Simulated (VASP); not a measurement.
# GaAs (F-43m) in VASP: vibrations by perturbation theory with LDA

Aim: the vibrations by perturbation theory of GaAs with LDA.

Everything below comes from runs of VASP 6.6.1. Logs are shortened: lines on timing, memory, paths and dates and some standing lists are left out, and cuts for length are marked.

## Step 1: The cell of the first run

It takes space group F-43m (No. 216, cubic). Conventional cell: a = 5.603 Å, b = 5.603 Å, c = 5.603 Å, α = 90.00°, β = 90.00°, γ = 90.00°. Within 3.2 Å of Ga (site symmetry -43m) lie 4 As at 2.43 Å. Within 3.2 Å of As (site symmetry -43m) lie 4 Ga at 2.43 Å.

## Step 2: Vibrations by perturbation theory, LDA

Input file INCAR:

```
SYSTEM = GaAs
ALGO = Normal
EDIFF = 1E-8
ENCUT = 500
GGA_COMPAT = .False.
IBRION = 8
ISIF = 2
ISMEAR = 0
LASPH = .True.
LCHARG = .False.
LEPSILON = .True.
LREAL = .False.
LWAVE = .False.
NBANDS = 16
NELM = 120
NSW = 1
PREC = Accurate
SIGMA = 0.01
```

Input file KPOINTS:

```
k-points
0
Gamma
  8 8 8
  0 0 0
```

Input file POSCAR:

```
GaAs
1.0
    0.0000000000      2.8016907855      2.8016907855
    2.8016907855      0.0000000000      2.8016907855
    2.8016907855      2.8016907855      0.0000000000
Ga As
1 1
Direct
    0.0000000000      0.0000000000      0.0000000000
    0.7500000000      0.7500000000      0.7500000000
```

Potentials or basis: VASP PAW LDA potentials, release 64 (Ga_d, As).

Run with:

```sh
cat potpaw_LDA.64/Ga_d/POTCAR potpaw_LDA.64/As/POTCAR > POTCAR
mpirun -np 1 vasp_std > vasp.out
```

OUTCAR:

```text
SYSTEM = GaAs
   EDIFF = 1E-8
   ENCUT = 500
   IBRION = 8
   ISIF = 2
   ISMEAR = 0
   LASPH = .True.
   LEPSILON = .True.
   LREAL = .False.
   NELM = 120
   NSW = 1
   PREC = Accurate

 ion  position               nearest neighbor table
   1  0.000  0.000  0.000-   2 2.43   2 2.43   2 2.43   2 2.43
   2  0.750  0.750  0.750-   1 2.43   1 2.43   1 2.43   1 2.43

  LATTYP: Found a face centered cubic cell.
 ALAT       =     5.6033815710

  Lattice vectors:

 A1 = (   0.0000000000,   2.8016907855,   2.8016907855)
 A2 = (   2.8016907855,   0.0000000000,   2.8016907855)
 A3 = (   2.8016907855,   2.8016907855,   0.0000000000)

Analysis of symmetry for initial positions (statically):
=====================================================================
 Subroutine PRICEL returns:
 Original cell was already a primitive cell.

 Routine SETGRP: Setting up the symmetry group for a
 face centered cubic supercell.

 Subroutine GETGRP returns: Found 24 space group operations
 (whereof 24 operations were pure point group operations)
 out of a pool of 48 trial point group operations.

The static configuration has the point symmetry T_d .

Analysis of symmetry for dynamics (positions and initial velocities):
=====================================================================
 Subroutine PRICEL returns:
 Original cell was already a primitive cell.

 Routine SETGRP: Setting up the symmetry group for a
 face centered cubic supercell.

 Subroutine GETGRP returns: Found 24 space group operations
 (whereof 24 operations were pure point group operations)
 out of a pool of 48 trial point group operations.

The dynamic configuration has the point symmetry T_d .

 Subroutine INISYM returns: Found 24 space group operations
 (whereof 24 operations are pure point group operations),
 and found     1 'primitive' translations

[... 687 lines left out ...]
    -0.01139  0.00000  0.00000
     0.00000  0.00776  7.40446
     0.00000  7.40446  0.00776

 MACROSCOPIC STATIC DIELECTRIC TENSOR (including local field effects in DFT)
 ------------------------------------------------------
          28.698925     0.000000    -0.000000
           0.000000    28.698925    -0.000000
          -0.000000     0.000000    28.698925
 ------------------------------------------------------

 PIEZOELECTRIC TENSOR (including local field effects)  for field in x, y, z        (e  Angst)
          XX          YY          ZZ          XY          YZ          ZX
  --------------------------------------------------------------------------------
  x     0.00000    -0.00000     0.00000     0.00000     2.68207     0.00000
  y     0.00000     0.00000    -0.00000     0.00000     0.00000     2.68207
  z    -0.00000     0.00000    -0.00000     2.68207     0.00000     0.00000

 PIEZOELECTRIC TENSOR (including local field effects)  for field in x, y, z        (C/m^2)
          XX          YY          ZZ          XY          YZ          ZX
  --------------------------------------------------------------------------------
  x     0.00000    -0.00000     0.00000     0.00000     0.97699     0.00000
  y     0.00000     0.00000    -0.00000     0.00000     0.00000     0.97699
  z    -0.00000     0.00000    -0.00000     0.97699     0.00000     0.00000

 BORN EFFECTIVE CHARGES (including local field effects) (in |e|, cummulative output)
 ---------------------------------------------------------------------------------
 ion    1
    1     2.22004     0.00000     0.00000
    2    -0.00000     2.22004     0.00000
    3     0.00000    -0.00000     2.22004
 ion    2
    1    -2.22004    -0.00000     0.00000
    2     0.00000    -2.22004    -0.00000
    3     0.00000     0.00000    -2.22004

 INTERNAL STRAIN TENSOR FOR ION    2 for displacements in x,y,z  (eV/Angst):
          X           Y           Z          XY          YZ          ZX
  --------------------------------------------------------------------------------
  x     0.00000     0.00000     0.00000     0.00000     7.40446     0.00000
  y     0.00000     0.00000     0.00000     0.00000     0.00000     7.40446
  z     0.00000     0.00000     0.00000     7.40446     0.00000     0.00000

 SECOND DERIVATIVES (NOT SYMMETRIZED)
 ------------------------------------
               1X          1Y          1Z          2X          2Y          2Z
  1X    -9.788286    0.000000    0.000000    9.788286    0.000000    0.000000
  1Y     0.000000   -9.788286    0.000000    0.000000    9.788286    0.000000
  1Z     0.000000    0.000000   -9.788286    0.000000    0.000000    9.788286
  2X     9.731714    0.000000    0.000000   -9.731714    0.000000    0.000000
  2Y     0.000000    9.731714    0.000000    0.000000   -9.731714    0.000000
  2Z     0.000000    0.000000    9.731714    0.000000    0.000000   -9.731714

 Eigenvectors and eigenvalues of the dynamical matrix
 ----------------------------------------------------

   1 f  =    8.127513 THz    51.066673 2PiTHz  271.104667 cm-1    33.612680 meV
             X         Y         Z           dx          dy          dz
      0.000000  0.000000  0.000000    -0.000000    0.000000    0.720707
      4.202536  4.202536  4.202536    -0.000000    0.000000   -0.693240
[... 21 lines left out ...]
   6 f/i=    0.011769 THz     0.073944 2PiTHz    0.392556 cm-1     0.048671 meV
             X         Y         Z           dx          dy          dz
      0.000000  0.000000  0.000000    -0.268539   -0.203726   -0.605776
      4.202536  4.202536  4.202536    -0.279179   -0.211797   -0.629777

--------------------------------------------------------------------------------------------------------

 MACROSCOPIC STATIC DIELECTRIC TENSOR IONIC CONTRIBUTION
 ------------------------------------------------------
           2.077528     0.000000     0.000000
           0.000000     2.077528     0.000000
           0.000000     0.000000     2.077528
 ------------------------------------------------------

 ELASTIC MODULI CONTR FROM IONIC RELAXATION (kBar)
 Direction    XX          YY          ZZ          XY          YZ          ZX
 --------------------------------------------------------------------------------
 XX          -0.0000     -0.0000     -0.0000     -0.0000     -0.0000     -0.0000
 YY          -0.0000     -0.0000     -0.0000     -0.0000     -0.0000     -0.0000
 ZZ          -0.0000     -0.0000     -0.0000     -0.0000     -0.0000     -0.0000
 XY          -0.0000     -0.0000     -0.0000   -202.7795     -0.0000     -0.0000
 YZ          -0.0000     -0.0000     -0.0000     -0.0000   -202.7795     -0.0000
 ZX          -0.0000     -0.0000     -0.0000     -0.0000     -0.0000   -202.7795
 --------------------------------------------------------------------------------

 PIEZOELECTRIC TENSOR IONIC CONTR  for field in x, y, z        (C/m^2)
          XX          YY          ZZ          XY          YZ          ZX
  --------------------------------------------------------------------------------
  x    -0.00000    -0.00000    -0.00000    -0.00000    -0.61074    -0.00000
  y    -0.00000    -0.00000    -0.00000    -0.00000    -0.00000    -0.61074
  z    -0.00000    -0.00000    -0.00000    -0.61074    -0.00000    -0.00000
```

Wall time 15 min (1 thread of Oxide Virtual Turin-like, shared host); peak memory 0.26 GiB.

Results:

```
Electronic dielectric tensor (diagonal)                 : 28.70
Born charges (mean of the diagonal)                     : Ga +2.22; As -2.22 e
Highest phonon frequency at Γ, LO-TO splitting left out : 271 cm⁻¹
```

Phonon frequencies in cm⁻¹ (negative: imaginary):
```csv
q point,frequencies
"(0.000, 0.000, 0.000)",0 0 0 271 271 271
```

Electronic dielectric tensor:
```
28.70  0.00  0.00
 0.00 28.70  0.00
 0.00  0.00 28.70
```

Born effective charge tensors (e):
atom 1, Ga
```
2.22 0.00 0.00
0.00 2.22 0.00
0.00 0.00 2.22
```
atom 2, As
```
-2.22  0.00  0.00
 0.00 -2.22  0.00
 0.00  0.00 -2.22
```
